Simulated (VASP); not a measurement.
Wanted: the native input for a VASP 6.6.1 run.

| Item | Value |
| --- | --- |
| Task | single point |
| Functional | PBE |
| Potentials or basis | VASP PAW PBE potentials, release 64 (Sc_sv, Al, N) |
| Cutoff | 520 eV |
| k mesh | 12 × 12 × 6 |
| Occupations | gaussian, width 0.1 eV |
| Spin | collinear spin, ferromagnetic start |
| Starting moments | [0.0, 0.0, 0.0, 0.4, 0.4, 0.4] μB |
| Dipole correction | no |
| Further INCAR settings | ALGO = Normal; EDIFF = 1e-06; NBANDS = 29 |

The structure of ScAl2N3 lies in POSCAR:

```
ScAl2N3
1.0
    4.2057074549      0.0000000000      0.0000000000
   -2.1028537275      3.6422494968      0.0000000000
    0.0000000000      0.0000000000      8.4656949188
Sc Al N
1 2 3
Direct
    0.0000000000      0.0000000000      0.5000000000
    0.0000000000      0.0000000000      0.8444024479
    0.0000000000      0.0000000000      0.1555975521
    0.5000000000      0.0000000000      0.5000000000
    0.0000000000      0.5000000000      0.5000000000
    0.5000000000      0.5000000000      0.5000000000
```

These files were run (other wordings do the same):

INCAR

```
ALGO = Normal
EDIFF = 1E-6
ENCUT = 520
GGA = PE
ISIF = 2
ISMEAR = 0
ISPIN = 2
LASPH = True
LCHARG = False
LMAXMIX = 4
LORBIT = 11
LREAL = False
LWAVE = False
MAGMOM = 0 0 0 0.4 0.4 0.4
NBANDS = 29
NELM = 150
PREC = Accurate
SIGMA = 0.1
```

KPOINTS

```
k-points
0
Gamma
  12 12 6
```

Potentials or basis: VASP PAW PBE potentials, release 64 (Sc_sv, Al, N).

The run is started by

```bash
$ cat potpaw_PBE.64/Sc_sv/POTCAR potpaw_PBE.64/Al/POTCAR potpaw_PBE.64/N/POTCAR > POTCAR
$ mpirun -np 1 vasp_std > vasp.out
```

Results of the run:

The pressure is 0.0 GPa, the largest force is 0.045 eV/Å and the band gap on the k mesh is zero (filled and empty bands overlap). The net moment is 0.00 μB per cell and the valence electrons inside the program's atomic spheres are Sc 9.89; Al 0.75; N 3.45.

It took 23 min on 1 thread of Intel Xeon 8259CL (shared host), peak memory 0.59 GiB.
